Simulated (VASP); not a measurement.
# AlN (P1) in VASP: electric field gradients with PBE

Aim: the electric field gradients of AlN with PBE.

Everything below comes from runs of VASP 6.6.1. Logs are shortened: lines on timing, memory, paths and dates and some standing lists are left out, and cuts for length are marked.

## 1. The cell of the first run

The typed cell holds 4 atoms: a = 3.112 Å, b = 3.071 Å, c = 4.979 Å, α = 89.36°, β = 88.27°, γ = 118.70°.

## 2. Electric field gradients, PBE (equal xy, yz and zx shear strains of +3 %)

INCAR reads:

```
PREC = Accurate
ENCUT = 520
EDIFF = 1E-8
ISMEAR = -1
SIGMA = 0.02
LREAL = False
LASPH = True
NELM = 100
ALGO = Normal
ISIF = 2
LWAVE = False
LCHARG = False
GGA = PE
LEFG = True
NBANDS = 16
```

KPOINTS reads:

```
regular mesh
0
Gamma
  11 11 6
```

POSCAR reads:

```
AlN
1.0
    3.1110021516      0.0466650323      0.0466650323
   -1.5150879724      2.6708743784      0.0170805873
    0.0746700000      0.0746700000      4.9780000000
Al N
2 2
Direct
    0.3333333333      0.6666666667      0.0000000000
    0.6666666667      0.3333333333      0.5000000000
    0.3333333333      0.6666666667      0.3850000000
    0.6666666667      0.3333333333      0.8850000000
```

Potentials or basis: VASP PAW PBE potentials, release 64 (Al, N).

Run with:

```
$ cat potpaw_PBE.64/Al/POTCAR potpaw_PBE.64/N/POTCAR > POTCAR
$ mpirun -np 1 vasp_std > vasp.out
```

OUTCAR:

```text
PREC = Accurate
   ENCUT = 520
   EDIFF = 1E-8
   ISMEAR = -1
   LREAL = False
   LASPH = True
   NELM = 100
   ISIF = 2
   GGA = PE

 ion  position               nearest neighbor table
   1  0.333  0.667  0.000-   4 1.86   4 1.87   3 1.92   4 1.93   2 3.02   2 3.03   2 3.04   2 3.07
                             2 3.11   2 3.14
   2  0.667  0.333  0.500-   3 1.87   3 1.89   3 1.90   4 1.92   1 3.02   1 3.03   1 3.04   1 3.07
                             1 3.11   1 3.14
   3  0.333  0.667  0.385-   2 1.87   2 1.89   2 1.90   1 1.92
   4  0.667  0.333  0.885-   1 1.86   1 1.87   2 1.92   1 1.93

  LATTYP: Found a triclinic cell.
 ALAT       =     3.1521462561
 B/A-ratio  =     0.9741696453
 C/A-ratio  =     1.5795967317
 COS(alpha) =     0.0112057054
 COS(beta)  =     0.0407400298
 COS(gamma) =     0.5001712246

  Lattice vectors:

 A1 = (   1.5959141792,   2.7175394107,   0.0637456196)
 A2 = (  -1.5150879724,   2.6708743784,   0.0170805873)
 A3 = (   0.0746700000,   0.0746700000,   4.9780000000)

Analysis of symmetry for initial positions (statically):
=====================================================================
 Subroutine PRICEL returns:
 Original cell was already a primitive cell.

 Routine SETGRP: Setting up the symmetry group for a
 triclinic supercell.

 Subroutine GETGRP returns: Found  1 space group operations
 (whereof  1 operations were pure point group operations)
 out of a pool of  2 trial point group operations.

The static configuration has the point symmetry C_1 .

Analysis of symmetry for dynamics (positions and initial velocities):
=====================================================================
 Subroutine PRICEL returns:
 Original cell was already a primitive cell.

 Routine SETGRP: Setting up the symmetry group for a
 triclinic supercell.

 Subroutine GETGRP returns: Found  1 space group operations
 (whereof  1 operations were pure point group operations)
 out of a pool of  2 trial point group operations.

The dynamic configuration has the point symmetry C_1 .

 Subroutine INISYM returns: Found  1 space group operations
 (whereof  1 operations are pure point group operations),
 and found     1 'primitive' translations

----------------------------------------------------------------------------------------

                                     Primitive cell

  volume of cell :      41.6961

  direct lattice vectors                    reciprocal lattice vectors
     3.111002152  0.046665032  0.046665032     0.318838575  0.180913237 -0.007496277
    -1.515087972  2.670874378  0.017080587    -0.005487656  0.371331373 -0.005487656
     0.074670000  0.074670000  4.978000000    -0.002970044 -0.002970044  0.200972990

  length of vectors
     3.111702048  3.070725200  4.979119924     0.366665829  0.371412463  0.201016878

  position of ions in fractional coordinates (direct lattice)
     0.333333333  0.666666667  0.000000000
     0.666666667  0.333333333  0.500000000
     0.333333333  0.666666667  0.385000000
     0.666666667  0.333333333  0.885000000

  ion indices of the primitive-cell ions
   primitive index   ion index
                 1           1
                 2           2
                 3           3
                 4           4

----------------------------------------------------------------------------------------

 KPOINTS: regular mesh

Automatic generation of k-mesh.
 Grid dimensions read from file:
 generate k-points for:   11   11    6

 Generating k-lattice:

  Cartesian coordinates                     Fractional coordinates (reciprocal lattice)
     0.028985325  0.016446658 -0.000681480     0.090909091 -0.000000000 -0.000000000
    -0.000498878  0.033757398 -0.000498878    -0.000000000  0.090909091 -0.000000000
    -0.000495007 -0.000495007  0.033495498     0.000000000  0.000000000  0.166666667

  Length of vectors
     0.033333257  0.033764769  0.033502813

  Shift w.r.t. Gamma in fractional coordinates (k-lattice)
     0.000000000  0.000000000  0.000000000

 Subroutine IBZKPT returns following result:
 ===========================================

 Found    364 irreducible k-points:

 Following reciprocal coordinates:
            Coordinates               Weight
  0.000000  0.000000  0.000000      1.000000
  0.090909  0.000000 -0.000000      2.000000
  0.181818 -0.000000 -0.000000      2.000000
  0.272727 -0.000000 -0.000000      2.000000
  0.363636 -0.000000  0.000000      2.000000
  0.454545  0.000000 -0.000000      2.000000
[... 16 lines left out ...]
  0.454545  0.181818 -0.000000      2.000000
 -0.454545  0.181818  0.000000      2.000000
 [... further k-points ...]
   k-points           NKPTS =    364   k-points in BZ     NKDIM =    364   number of bands    NBANDS=     16
   number of dos      NEDOS =    301   number of ions     NIONS =      4
   total plane-waves  NPLWV =  23040
   dimension x,y,z NGX =    24 NGY =   24 NGZ =   40
   dimension x,y,z NGXF=    48 NGYF=   48 NGZF=   80
   ions per type =               2   2
   NGX,Y,Z   is equivalent  to a cutoff of  12.82, 12.99, 13.36 a.u.
   NGXF,Y,Z  is equivalent  to a cutoff of  25.64, 25.99, 26.71 a.u.
 SYSTEM =  unknown system
   PREC   = accura    normal or accurate (medium, high low for compatibility)
   ISTART =      0    job   : 0-new  1-cont  2-samecut
   ICHARG =      2    charge: 1-file 2-atom 10-const
   ISPIN  =      1    spin polarized calculation?
   LNONCOLLINEAR =      F non collinear calculations
   LSORBIT =      F    spin-orbit coupling
   LASPH  =      T    aspherical Exc in radial PAW
   ENCUT  =  520.0 eV  38.22 Ry    6.18 a.u.   5.79  5.71  9.26*2*pi/ulx,y,z
   NELM   =    100;   NELMIN=  2; NELMDL= -5     # of ELM steps
   EDIFF  = 0.1E-07   stopping-criterion for ELM
   LREAL  =      F    real-space projection
   EDIFFG = 0.1E-06   stopping-criterion for IOM
   NSW    =      0    number of steps for IOM
   IBRION =     -1    ionic relax: 0-MD 1-quasi-New 2-CG
   NFREE  =      0    steps in history (QN), initial steepest desc. (CG)
   ISIF   =      2    stress and relaxation
   ISYM   =      2    0-nonsym 1-usesym 2-fastsym
   POTIM  = 0.5000    time-step for ionic-motion
   TEBEG  =    0.0;   TEEND  =   0.0 temperature during run
   PSTRESS=    0.0 pullay stress
   NELECT =      16.0000    total number of electrons
   NUPDOWN=      -1.0000    fix difference up-down
   EMIN   =  10.00;   EMAX   =-10.00  energy-range for DOS
   EFERMI =   0.00;   METHOD = LEGACY
   ISMEAR =    -1;   SIGMA  =   0.02  broadening in eV -4-tet -1-fermi 0-gaus
   EFERMI_NEDOS =   21; number of points for ismear=-14 and -15
   IALGO  =     38    algorithm
   IMIX   =      4    mixing-type and parameters
     AMIX     =   0.40;   BMIX     =  1.00
     AMIX_MAG =   1.60;   BMIX_MAG =  1.00
  volume/ion in A,a.u.               =      10.42        70.34
  Fermi-wavevector in a.u.,A,eV,Ry     =   1.189642  2.248097 19.255613  1.415248
  Thomas-Fermi vector in A             =   2.325744
   LORBIT       =      0    0 simple, 1 ext, 2 COOP (PROOUT), +10 PAW based schemes
   GGA     = PE    functional components
   LHFCALC =     F    Hartree Fock is set to
   AEXX    =    0.0000 exact exchange contribution
   IVDW    =     0    specifies the selected vdW correction
   LEPSILON=     F    determine dielectric tensor
   LRPA    =     F    only Hartree local field effects (RPA)
 non-spin polarized calculation
  energy-cutoff  :      520.00
  volume of cell :       41.70
 maximum number of plane-waves:      1137
   NGX = 11   NGY = 11   NGZ = 19

 number of electron      15.9999999 magnetization

 Free energy of the ion-electron system (eV)
  ---------------------------------------------------
  ext. energy  EPLUGINS =         0.00000000
  ---------------------------------------------------
  free energy    TOTEN  =       -29.71605932 eV

  energy without entropy =      -29.71605932  energy(sigma->0) =      -29.71605932

 E-fermi :   6.6534     XC(G=0): -10.9191

 val. band max:        6.2655442749   @ k =   0.0000   0.0000   0.0000
 cond. band min:      10.3660626691   @ k =   0.0000   0.0000   0.0000
 fundamental gap:      4.1005183942
 Fermi energy:         6.6533859364

 k-point     1 :       0.0000    0.0000    0.0000
  band No.  band energies     occupation
      1      -9.0275      2.00000
      2      -6.8712      2.00000
      3       0.1934      2.00000
      4       5.1976      2.00000
      5       5.3597      2.00000
      6       5.8331      2.00000
[... 8 lines left out ...]
     15      19.2623      0.00000
     16      19.5780      0.00000

 k-point     2 :       0.0909    0.0000   -0.0000
  band No.  band energies     occupation
      1      -8.9252      2.00000
      2      -6.8144      2.00000
      3       0.3157      2.00000
      4       4.7049      2.00000
      5       5.2237      2.00000
      6       5.3985      2.00000
[... 8 lines left out ...]
     15      19.1693      0.00000
     16      19.5655      0.00000

 k-point     3 :       0.1818   -0.0000   -0.0000
  band No.  band energies     occupation
      1      -8.6290      2.00000
      2      -6.6627      2.00000
      3       0.6744      2.00000
      4       3.5522      2.00000
      5       4.4348      2.00000
      6       4.9497      2.00000
[... 8 lines left out ...]
     15      18.6581      0.00000
     16      19.1835      0.00000

 k-point     4 :       0.2727   -0.0000   -0.0000
  band No.  band energies     occupation
      1      -8.1760      2.00000
      2      -6.4755      2.00000
      3       1.2384      2.00000
      4       2.2949      2.00000
      5       3.4092      2.00000
      6       4.6373      2.00000
[... 8 lines left out ...]
     15      18.3951      0.00000
     16      19.9131      0.00000
[... 324 lines left out ...]
 k-point    22 :       0.3636    0.1818   -0.0000
  band No.  band energies     occupation
      1      -7.0082      2.00000
      2      -6.3387      2.00000
      3       1.0205      2.00000
      4       2.1898      2.00000
      5       2.9721      2.00000
      6       3.1885      2.00000
[... 8 lines left out ...]
     15      19.0316      0.00000
     16      20.9219      0.00000

 k-point    23 :       0.4545    0.1818   -0.0000
  band No.  band energies     occupation
      1      -6.9906      2.00000
      2      -6.3398      2.00000
      3       1.0046      2.00000
      4       2.1825      2.00000
      5       2.9916      2.00000
      6       3.1971      2.00000
[... 8 lines left out ...]
     15      18.9183      0.00000
     16      20.8862      0.00000

 k-point    24 :      -0.4545    0.1818    0.0000
  band No.  band energies     occupation
      1      -7.3958      2.00000
      2      -6.2910      2.00000
      3       1.5098      2.00000
      4       2.1874      2.00000
      5       2.4318      2.00000
      6       3.6530      2.00000
[... 8 lines left out ...]
     15      18.4544      0.00000
     16      20.9156      0.00000

 [... further k-points ...]

------------------------ aborting loop because EDIFF is reached ----------------------------------------

  FORCE on cell =-STRESS in cart. coord.  units (eV):
  Direction    XX          YY          ZZ          XY          YZ          ZX
  --------------------------------------------------------------------------------------
  -------------------------------------------------------------------------------------
  Total        1.2114548      1.2241353      0.7399830     -1.4217836     -1.0149048     -1.0187526
  in kB       46.5502430     47.0374935     28.4339057    -54.6321465    -38.9977945    -39.1456459
  external PRESSURE =      40.6738807 kB  Pullay stress =       0.0000000 kB

 VOLUME and BASIS-vectors are now :
 -----------------------------------------------------------------------------
  energy-cutoff  :      520.00
  volume of cell :       41.70
      direct lattice vectors                 reciprocal lattice vectors
     3.111002152  0.046665032  0.046665032     0.318838575  0.180913237 -0.007496277
    -1.515087972  2.670874378  0.017080587    -0.005487656  0.371331373 -0.005487656
     0.074670000  0.074670000  4.978000000    -0.002970044 -0.002970044  0.200972990

 POSITION                                       TOTAL-FORCE (eV/Angst)
 -----------------------------------------------------------------------------------
      0.02694      1.79614      0.02694        -0.408536     -0.125597      0.217877
      1.60631      0.95874      2.52580         0.120365     -0.158650      0.187666
      0.05569      1.82489      1.94347        -0.164085      0.158622     -0.183693
      1.63506      0.98748      4.44233         0.452256      0.125624     -0.221850
 -----------------------------------------------------------------------------------
    total drift:                               -0.000079      0.000074     -0.000073

  FREE ENERGIE OF THE ION-ELECTRON SYSTEM (eV)
  ---------------------------------------------------
  free  energy   TOTEN  =       -29.7160593182 eV

  energy  without entropy=      -29.7160593182  energy(sigma->0) =      -29.71605932

 Electric field gradients (V/A^2)
---------------------------------------------------------------------
 ion       V_xx      V_yy      V_zz      V_xy      V_xz      V_yz
---------------------------------------------------------------------
   1      -1.323    -7.524     8.847     5.990     3.339    -0.149
   2      -7.505    -1.048     8.553    -0.341    -3.499    -0.020
   3      -0.529     0.019     0.510     3.867     2.920     3.400
   4       0.168    -0.747     0.579     4.595     3.807     3.318
---------------------------------------------------------------------

 Electric field gradients after diagonalization (V/A^2)
 (convention: |V_zz| > |V_xx| > |V_yy|)
----------------------------------------------------------------------
 ion       V_xx      V_yy      V_zz     asymmetry (V_yy - V_xx)/ V_zz
----------------------------------------------------------------------
   1      10.012     1.333   -11.345       0.765
   2      -8.250    -1.032     9.283       0.778
   3      -4.148    -2.660     6.808       0.218
   4      -4.910    -2.930     7.840       0.253
----------------------------------------------------------------------

           NMR quadrupolar parameters

 Cq : quadrupolar parameter    Cq=e*Q*V_zz/h
 eta: asymmetry parameters     (V_yy - V_xx)/ V_zz
 Q  : nuclear electric quadrupole moment in mb (millibarn)
----------------------------------------------------------------------
 ion       Cq(MHz)       eta       Q (mb)
----------------------------------------------------------------------
   1      -0.027       0.765       1.000
   2       0.022       0.778       1.000
   3       0.016       0.218       1.000
   4       0.019       0.253       1.000
----------------------------------------------------------------------
```

Run time: 2.6 min. Hardware: 1 thread of Intel Xeon Platinum 8488C (Sapphire Rapids), shared host; peak memory 0.31 GiB.

Results:

```yaml
Free_energy: -29.7161 eV
Pressure: 4.1 GPa
Largest_force: 0.519 eV/Å
Band_gap_on_the_k_mesh: 4.10 eV, direct
```

Forces in eV/Å, atoms in the order of the input:
```
Al  -0.409 -0.126  0.218
Al   0.120 -0.159  0.188
N   -0.164  0.159 -0.184
N    0.452  0.126 -0.222
```

Electric field gradients, principal values (V/Å²):
| atom | least | middle | greatest (by size) |
| --- | --- | --- | --- |
| 1 Al | 1.333 | 10.012 | -11.345 |
| 2 Al | -1.032 | -8.250 | 9.283 |
| 3 N | -2.660 | -4.148 | 6.808 |
| 4 N | -2.930 | -4.910 | 7.840 |

Caveat: the cell differs from its parent crystal (equal xy, yz and zx shear strains of +3 %); without QUAD_EFG the Cq values of the log hold for a quadrupole moment of 1 mb, not for the nuclei. A k mesh can miss the band edges.
